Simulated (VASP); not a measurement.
The system is SnO.

```xyz
8
Lattice="2.5000 -2.8600 0.0000 2.5000 2.8600 0.0000 0.0000 0.0000 11.1200" Properties=species:S:1:pos:R:3 pbc="T T T"
Sn    0.0000    0.0000    0.0000
Sn    0.0000    0.0000    5.5600
Sn    2.5000   -0.3375    2.8245
Sn    2.5000    0.3375    8.3845
O     3.4000   -1.4300    4.2256
O     1.6000    1.4300    9.7856
O     1.6000   -1.4300    4.2256
O     3.4000    1.4300    9.7856
```

```yaml
Program: VASP 6.6.1
Task: relaxation of cell and atoms
Functional: PBE
Dispersion: D3(BJ)
Potentials_or_basis: VASP PAW PBE potentials, release 64 (Sn_d, O)
Cutoff: 600 eV
k_mesh: 6 × 6 × 2
Occupations: fermi-dirac, width 0.02 eV
Spin: no spin polarisation
```

At the start: pressure 8.6 GPa; volume 19.88 Å³/atom.

How do energy, volume and symmetry change on relaxing?

Over 39 steps the energy falls by 973.2 meV/atom and the volume is 17.37 Å³/atom (-12.6 %); space group Cmc2_1 (No. 36, to 0.1 Å) before, P4/nmm (No. 129, to 0.1 Å).

Step by step:
| step | energy change (eV) | largest force (eV/Å) | pressure (GPa) | volume (Å³) |
| --- | --- | --- | --- | --- |
| 1 | 0.0000 | 8.9103 | 8.58 | 159.02 |
| 2 | -5.0384 | 3.3026 | -12.61 | 182.96 |
| 3 | -5.8119 | 2.8338 | -9.74 | 174.63 |
| 4 | -7.3147 | 1.5205 | 1.43 | 149.49 |
| 5 | -7.3803 | 0.7632 | -1.48 | 153.22 |
| 6 | -7.5577 | 0.7108 | 0.12 | 149.19 |
| 7 | -7.6040 | 1.0077 | 1.84 | 145.66 |
| 8 | -7.6897 | 0.4358 | -0.86 | 146.62 |
| 9 | -7.6902 | 0.3980 | -1.08 | 146.70 |
| 10 | -7.7371 | 0.2528 | -0.47 | 144.79 |
| 11 | -7.7546 | 0.2073 | 0.35 | 142.68 |
| 12 | -7.7631 | 0.1026 | -0.39 | 142.95 |
| 13 | -7.7634 | 0.1004 | -0.60 | 143.01 |
| 14 | -7.7697 | 0.1059 | -0.10 | 141.70 |
| 15 | -7.7703 | 0.1562 | 0.09 | 141.21 |
| 16 | -7.7743 | 0.0890 | -0.09 | 140.70 |
| 17 | -7.7759 | 0.0778 | -0.29 | 140.14 |
| 18 | -7.7779 | 0.0895 | 0.25 | 138.88 |
| 19 | -7.7779 | 0.0889 | 0.23 | 138.92 |
| 20 | -7.7798 | 0.0781 | 0.01 | 138.61 |
| 21 | -7.7799 | 0.0885 | -0.02 | 138.53 |
| 22 | -7.7814 | 0.0474 | 0.06 | 138.30 |
| 23 | -7.7818 | 0.0378 | 0.15 | 138.12 |
| 24 | -7.7828 | 0.0481 | -0.06 | 138.51 |
| 25 | -7.7831 | 0.0553 | -0.16 | 138.71 |
| 26 | -7.7837 | 0.0289 | 0.02 | 138.67 |
| 27 | -7.7838 | 0.0306 | 0.11 | 138.65 |
| 28 | -7.7843 | 0.0270 | 0.06 | 138.82 |
| 29 | -7.7849 | 0.0263 | -0.04 | 139.30 |
| 30 | -7.7852 | 0.0126 | -0.02 | 139.26 |
| 31 | -7.7852 | 0.0108 | -0.01 | 139.25 |
| 32 | -7.7852 | 0.0086 | -0.01 | 139.21 |
| 33 | -7.7853 | 0.0062 | -0.01 | 139.15 |
| 34 | -7.7853 | 0.0055 | 0.00 | 139.07 |
| 35 | -7.7853 | 0.0138 | 0.05 | 138.90 |
| 36 | -7.7853 | 0.0111 | 0.03 | 138.94 |
| 37 | -7.7853 | 0.0061 | 0.02 | 138.94 |
| 38 | -7.7853 | 0.0057 | 0.01 | 138.93 |
| 39 | -7.7853 | 0.0031 | -0.02 | 138.95 |

Final structure:
```
Sn O
1.0
     2.70744   -2.70768    0.00000
     2.70744    2.70768    0.00000
     0.00000    0.00000    9.47719
Sn O
4 4
Cartesian
  2.7074 -2.7061 0.0154
  2.7074 2.7061 4.7540
  2.7074 -0.0026 2.4205
  2.7074 0.0026 7.1591
  1.3537 1.3514 3.5870
  4.0611 -1.3514 8.3256
  4.0611 1.3514 3.5870
  1.3537 -1.3514 8.3256
```
